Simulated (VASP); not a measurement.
Here is a VASP 6.6.1 calculation.

Contents of INCAR:

```
SYSTEM = AgCl
PREC = Accurate
ENCUT = 520
EDIFF = 1E-8
ISMEAR = 0
SIGMA = 0.01
LREAL = .False.
LASPH = .True.
NELM = 100
ALGO = Normal
ISIF = 2
LWAVE = .False.
LCHARG = .False.
GGA = PS
NBANDS = 16
IBRION = 8
NSW = 1
LEPSILON = .True.
```

File KPOINTS:

```
regular mesh
0
Gamma
  10 10 10
  0 0 0
```

Contents of POSCAR:

```
AgCl
1.0
    0.0000000000      2.6695606142      2.6695606142
    2.6695606142      0.0000000000      2.6695606142
    2.6695606142      2.6695606142      0.0000000000
Ag Cl
1 1
Direct
    0.5000000000      0.5000000000      0.5000000000
    0.0000000000      0.0000000000      0.0000000000
```

Potentials or basis: VASP PAW PBE potentials, release 64 (Ag, Cl).

The run is started by

```console
$ cat potpaw_PBE.64/Ag/POTCAR potpaw_PBE.64/Cl/POTCAR > POTCAR
$ mpirun -np 1 vasp_std > vasp.out
```

Q: Predict the electronic dielectric tensor (diagonal).

A: 5.69.

Q: Estimate the Born charges (mean of the diagonal).

A: Ag +1.39; Cl -1.39 e.

Q: What does it give for the highest phonon frequency at Γ, LO-TO splitting left out?

A: 143 cm⁻¹.

Electronic dielectric tensor:
```
5.69 0.00 0.00
0.00 5.69 0.00
0.00 0.00 5.69
```

Caveat: the cell stands under pressure or tension, which shifts response properties.
